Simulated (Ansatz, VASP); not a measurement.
## Two plane-wave programs on WSe2

Contents of INCAR:

```
ALGO = Normal
EDIFF = 1E-6
ENCUT = 520
GGA = PE
ISIF = 2
ISMEAR = 0
IVDW = 12
LASPH = True
LCHARG = False
LREAL = False
LWAVE = False
NBANDS = 35
NELM = 100
PREC = Accurate
SIGMA = 0.05
```

Contents of KPOINTS:

```
k-points
0
Gamma
  12 12 2
```

Contents of POSCAR:

```
WSe2
1.0
    3.3773983872      0.0000000000      0.0000000000
   -1.6886991936      2.9249128020      0.0000000000
    0.0000000000      0.0000000000     12.9804405164
W Se
2 4
Direct
    0.3333333333      0.6666666667      0.2500000000
    0.6666666667      0.3333333333      0.7500000000
    0.3333333333      0.6666666667      0.6182912225
    0.6666666667      0.3333333333      0.1182912225
    0.3333333333      0.6666666667      0.8817087775
    0.6666666667      0.3333333333      0.3817087775
```

Input for Ansatz:

```yaml
crystal:
  lattice:
    - [3.3773983872, 0.0, 0.0]
    - [-1.6886991936, 2.924912802, 0.0]
    - [0.0, 0.0, 12.9804405164]
  atoms:
    - { symbol: W, position: [0.3333333333, 0.6666666667, 0.25] }
    - { symbol: W, position: [0.6666666667, 0.3333333333, 0.75] }
    - { symbol: Se, position: [0.3333333333, 0.6666666667, 0.6182912225] }
    - { symbol: Se, position: [0.6666666667, 0.3333333333, 0.1182912225] }
    - { symbol: Se, position: [0.3333333333, 0.6666666667, 0.8817087775] }
    - { symbol: Se, position: [0.6666666667, 0.3333333333, 0.3817087775] }
basis:
  ecutwfc: 420
kpoints:
  mp_grid: { grid: [12, 12, 2] }
hamiltonian:
  xc: pbe
  dispersion: d3bj
scf:
  occupations: { method: gaussian, width: 0.05 }
output:
  forces: true
  stress: true
  eigenvalues: true
  write_density: true
  write_potential: true
  elf: true
  volumetric_format: npy
```

Change from the starting cell: strain +0.030 along x and y, +0.015 along z, atoms carried along.

Alike in both runs: task single point; functional PBE; dispersion D3(BJ); k mesh 12 × 12 × 2; occupations gaussian, width 0.05 eV; no spin polarisation.

```csv
,VASP,Ansatz
version,VASP 6.6.1,Ansatz 0.2.0
potentials or method,"VASP PAW PBE potentials, release 64 (W_sv, Se), cutoff 520 eV","scalar-relativistic, plane waves, PAW"
valence electrons in the cell,52,92
```

```csv
,VASP,Ansatz,Ansatz less VASP
gap on the k mesh at the Fermi level (eV),0.91,0.92,+0.004
least direct gap on the mesh (eV),1.34,1.34,+0.003
pressure (GPa),-8.6,-8.8,-0.22
"traceless stress, the component that is largest in VASP (GPa)",0.31,0.25,-0.060
rms of the force components (eV/Å),0.420,0.437,+0.0165
```

Atom by atom the forces differ by 0.017 eV/Å (rms over components). VASP's potentials hold 52 valence electrons a cell and Ansatz's 92, so a difference there can come from the potentials and not from the codes.

Neither program's run includes spin-orbit coupling.
